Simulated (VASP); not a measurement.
# SiNi3 (P4/mmm) in VASP: notebook, part 2 of 2

VASP 6.6.1.

## (4) Single point, PBEsol (biaxial strain in the a-b plane: +1.5 %)

INCAR

```
  ALGO = Normal
  EDIFF = 1E-7
  ENCUT = 520
  GGA = PS
  ISIF = 2
  ISMEAR = 0
  LASPH = True
  LCHARG = True
  LELF = True
  LREAL = False
  LVHAR = True
  LWAVE = False
  NBANDS = 25
  NELM = 100
  PREC = Accurate
  SIGMA = 0.1
```

KPOINTS

```
k-points
0
Gamma
  16 16 16
```

POSCAR

```
SiNi3
1.0
    3.5131644348      0.0000000000      0.0000000000
    0.0000000000      3.5131644348      0.0000000000
    0.0000000000      0.0000000000      3.4300945369
Si Ni
1 3
Direct
    0.0000000000      0.0000000000      0.0000000000
    0.0000000000      0.5000000000      0.5000000000
    0.5000000000      0.0000000000      0.5000000000
    0.5000000000      0.5000000000      0.0000000000
```

Potentials or basis: VASP PAW PBE potentials, release 64 (Si, Ni).

Run with:

```bash
> cat potpaw_PBE.64/Si/POTCAR potpaw_PBE.64/Ni/POTCAR > POTCAR
> mpirun -np 1 vasp_std > vasp.out
```

OUTCAR:

```text
EDIFF = 1E-7
   ENCUT = 520
   GGA = PS
   ISIF = 2
   ISMEAR = 0
   LASPH = True
   LREAL = False
   NELM = 100
   PREC = Accurate

 ion  position               nearest neighbor table
   1  0.000  0.000  0.000-   2 2.45   3 2.45   2 2.45   3 2.45   2 2.45   2 2.45   3 2.45   3 2.45
                             4 2.48   4 2.48   4 2.48   4 2.48
   2  0.000  0.500  0.500-   1 2.45   4 2.45   1 2.45   4 2.45   1 2.45   1 2.45   4 2.45   4 2.45
                             3 2.48   3 2.48   3 2.48   3 2.48
   3  0.500  0.000  0.500-   1 2.45   4 2.45   1 2.45   4 2.45   4 2.45   4 2.45   1 2.45   1 2.45
                             2 2.48   2 2.48   2 2.48   2 2.48
   4  0.500  0.500  0.000-   2 2.45   3 2.45   2 2.45   3 2.45   3 2.45   3 2.45   2 2.45   2 2.45
                             1 2.48   1 2.48   1 2.48   1 2.48

  LATTYP: Found a simple tetragonal cell.
 ALAT       =     3.5131644348
 C/A-ratio  =     0.9763546798

  Lattice vectors:

 A1 = (   3.5131644348,   0.0000000000,   0.0000000000)
 A2 = (   0.0000000000,   3.5131644348,   0.0000000000)
 A3 = (   0.0000000000,   0.0000000000,   3.4300945369)

Analysis of symmetry for initial positions (statically):
=====================================================================
 Subroutine PRICEL returns:
 Original cell was already a primitive cell.

 Routine SETGRP: Setting up the symmetry group for a
 simple tetragonal supercell.

 Subroutine GETGRP returns: Found 16 space group operations
 (whereof 16 operations were pure point group operations)
 out of a pool of 16 trial point group operations.

The static configuration has the point symmetry D_4h.

Analysis of symmetry for dynamics (positions and initial velocities):
=====================================================================
 Subroutine PRICEL returns:
 Original cell was already a primitive cell.

 Routine SETGRP: Setting up the symmetry group for a
 simple tetragonal supercell.

 Subroutine GETGRP returns: Found 16 space group operations
 (whereof 16 operations were pure point group operations)
 out of a pool of 16 trial point group operations.

The dynamic configuration has the point symmetry D_4h.

 Subroutine INISYM returns: Found 16 space group operations
 (whereof 16 operations are pure point group operations),
 and found     1 'primitive' translations

----------------------------------------------------------------------------------------

                                     Primitive cell

  volume of cell :      42.3353

  direct lattice vectors                    reciprocal lattice vectors
     3.513164435  0.000000000  0.000000000     0.284643665  0.000000000  0.000000000
     0.000000000  3.513164435  0.000000000     0.000000000  0.284643665  0.000000000
     0.000000000  0.000000000  3.430094537     0.000000000  0.000000000  0.291537154

  length of vectors
     3.513164435  3.513164435  3.430094537     0.284643665  0.284643665  0.291537154

  position of ions in fractional coordinates (direct lattice)
     0.000000000  0.000000000  0.000000000
     0.000000000  0.500000000  0.500000000
     0.500000000  0.000000000  0.500000000
     0.500000000  0.500000000  0.000000000

  ion indices of the primitive-cell ions
   primitive index   ion index
                 1           1
                 2           2
[... 30 lines left out ...]
            Coordinates               Weight
  0.000000  0.000000  0.000000      1.000000
  0.062500  0.000000  0.000000      4.000000
  0.125000  0.000000  0.000000      4.000000
  0.187500  0.000000  0.000000      4.000000
  0.250000  0.000000  0.000000      4.000000
  0.312500  0.000000  0.000000      4.000000
[... 16 lines left out ...]
  0.437500  0.125000  0.000000      8.000000
  0.500000  0.125000  0.000000      4.000000
 [... further k-points ...]
   k-points           NKPTS =    405   k-points in BZ     NKDIM =    405   number of bands    NBANDS=     25
   number of dos      NEDOS =    301   number of ions     NIONS =      4
   total plane-waves  NPLWV =  21952
   dimension x,y,z NGX =    28 NGY =   28 NGZ =   28
   dimension x,y,z NGXF=    56 NGYF=   56 NGZF=   56
   ions per type =               1   3
   NGX,Y,Z   is equivalent  to a cutoff of  13.25, 13.25, 13.57 a.u.
   NGXF,Y,Z  is equivalent  to a cutoff of  26.50, 26.50, 27.14 a.u.
 SYSTEM =  unknown system
   PREC   = accura    normal or accurate (medium, high low for compatibility)
   ISTART =      0    job   : 0-new  1-cont  2-samecut
   ICHARG =      2    charge: 1-file 2-atom 10-const
   ISPIN  =      1    spin polarized calculation?
   LNONCOLLINEAR =      F non collinear calculations
   LSORBIT =      F    spin-orbit coupling
   LASPH  =      T    aspherical Exc in radial PAW
   ENCUT  =  520.0 eV  38.22 Ry    6.18 a.u.   6.53  6.53  6.38*2*pi/ulx,y,z
   NELM   =    100;   NELMIN=  2; NELMDL= -5     # of ELM steps
   EDIFF  = 0.1E-06   stopping-criterion for ELM
   LREAL  =      F    real-space projection
   EDIFFG = 0.1E-05   stopping-criterion for IOM
   NSW    =      0    number of steps for IOM
   IBRION =     -1    ionic relax: 0-MD 1-quasi-New 2-CG
   NFREE  =      0    steps in history (QN), initial steepest desc. (CG)
   ISIF   =      2    stress and relaxation
   ISYM   =      2    0-nonsym 1-usesym 2-fastsym
   POTIM  = 0.5000    time-step for ionic-motion
   TEBEG  =    0.0;   TEEND  =   0.0 temperature during run
   PSTRESS=    0.0 pullay stress
   NELECT =      34.0000    total number of electrons
   NUPDOWN=      -1.0000    fix difference up-down
   EMIN   =  10.00;   EMAX   =-10.00  energy-range for DOS
   EFERMI =   0.00;   METHOD = LEGACY
   ISMEAR =     0;   SIGMA  =   0.10  broadening in eV -4-tet -1-fermi 0-gaus
   EFERMI_NEDOS =   21; number of points for ismear=-14 and -15
   IALGO  =     38    algorithm
   IMIX   =      4    mixing-type and parameters
     AMIX     =   0.40;   BMIX     =  1.00
     AMIX_MAG =   1.60;   BMIX_MAG =  1.00
  volume/ion in A,a.u.               =      10.58        71.42
  Fermi-wavevector in a.u.,A,eV,Ry     =   1.521715  2.875625 31.505895  2.315618
  Thomas-Fermi vector in A             =   2.630393
   LORBIT       =      0    0 simple, 1 ext, 2 COOP (PROOUT), +10 PAW based schemes
   GGA     = PS    functional components
   LHFCALC =     F    Hartree Fock is set to
   AEXX    =    0.0000 exact exchange contribution
   IVDW    =     0    specifies the selected vdW correction
   LEPSILON=     F    determine dielectric tensor
   LRPA    =     F    only Hartree local field effects (RPA)
 non-spin polarized calculation
 Gauss-broadening in eV      SIGMA  =   0.10
  energy-cutoff  :      520.00
  volume of cell :       42.34
 maximum number of plane-waves:      1164
 NGX is ok and might be reduce to    28
   NGX = 13   NGY = 13   NGZ = 13

 number of electron      33.9999994 magnetization

 Free energy of the ion-electron system (eV)
  ---------------------------------------------------
  ext. energy  EPLUGINS =         0.00000000
  ---------------------------------------------------
  free energy    TOTEN  =       -26.27686067 eV

  energy without entropy =      -26.26729330  energy(sigma->0) =      -26.27207698

 E-fermi :  10.7753     XC(G=0): -13.3391

 val. band max:       10.7727320222   @ k =   0.5000   0.3750   0.3750
 cond. band min:      10.7763039981   @ k =   0.4375   0.3750   0.3750
 fundamental gap:      0.0035719759
 Fermi energy:        10.7752649245

 k-point     1 :       0.0000    0.0000    0.0000
  band No.  band energies     occupation
      1      -1.2957      2.00000
      2       5.7786      2.00000
      3       6.5857      2.00000
      4       6.6146      2.00000
      5       7.1140      2.00000
      6       7.1436      2.00000
[... 661 lines left out ...]
     24      19.5868      0.00000
     25      22.5758      0.00000

 [... further k-points ...]

------------------------ aborting loop because EDIFF is reached ----------------------------------------

  FORCE on cell =-STRESS in cart. coord.  units (eV):
  Direction    XX          YY          ZZ          XY          YZ          ZX
  --------------------------------------------------------------------------------------
  -------------------------------------------------------------------------------------
  Total       -1.5308251     -1.5308251     -0.5708877      0.0000000     -0.0000000      0.0000000
  in kB      -57.9339464    -57.9339464    -21.6051967      0.0000000     -0.0000000      0.0000000
  external PRESSURE =     -45.8243632 kB  Pullay stress =       0.0000000 kB

 VOLUME and BASIS-vectors are now :
 -----------------------------------------------------------------------------
  energy-cutoff  :      520.00
  volume of cell :       42.34
      direct lattice vectors                 reciprocal lattice vectors
     3.513164435  0.000000000  0.000000000     0.284643665  0.000000000  0.000000000
     0.000000000  3.513164435  0.000000000     0.000000000  0.284643665  0.000000000
     0.000000000  0.000000000  3.430094537     0.000000000  0.000000000  0.291537154

 POSITION                                       TOTAL-FORCE (eV/Angst)
 -----------------------------------------------------------------------------------
      0.00000      0.00000      0.00000         0.000000      0.000000      0.000000
      0.00000      1.75658      1.71505         0.000000      0.000000      0.000000
      1.75658      0.00000      1.71505         0.000000      0.000000      0.000000
      1.75658      1.75658      0.00000         0.000000      0.000000      0.000000
 -----------------------------------------------------------------------------------
    total drift:                                0.000000      0.000000      0.000000

  FREE ENERGIE OF THE ION-ELECTRON SYSTEM (eV)
  ---------------------------------------------------
  free  energy   TOTEN  =       -26.2768606653 eV

  energy  without entropy=      -26.2672932950  energy(sigma->0) =      -26.27207698
```

It took 9.1 min on 1 thread of Intel Xeon Platinum 8259CL at 2.50GHz (Skylake/Cascade Lake), shared host; peak memory 0.44 GiB.

What came out:

```yaml
Free_energy: -26.2769 eV
Pressure: -4.6 GPa
Band_gap_on_the_k_mesh: zero (band 17 reaches 10.84 eV, above the bottom of band 18 at 10.55 eV)
```

Caveat: the cell differs from its parent crystal (biaxial strain in the a-b plane: +1.5 %); the PAW data sets were made with another functional, which shifts forces and pressure a little. Spin polarisation is off, so any magnetic state and its effect on volume and gap are missing.

## (5) Summary

| cell | gap on the mesh (eV) | pressure (GPa) |
| --- | --- | --- |
| a = 3.305, b = 3.305, c = 3.555 Å, 4 atoms | none | 19.0 |
| a = 3.513, b = 3.513, c = 3.407 Å, 4 atoms | none | -3.0 |
| a = 3.513, b = 3.513, c = 3.430 Å, 4 atoms | none | -4.6 |

Alike in all rows: task single point; level PBEsol; potentials or basis VASP PAW PBE potentials, release 64 (Si, Ni); no spin polarisation; k mesh 16 × 16 × 16; cutoff (eV) 520; smearing gaussian 0.1 eV.

Caveats: the PAW data sets were made with another functional, which shifts forces and pressure a little.

Total energies depend on the potentials used, so only differences within one code and one set of settings carry meaning.
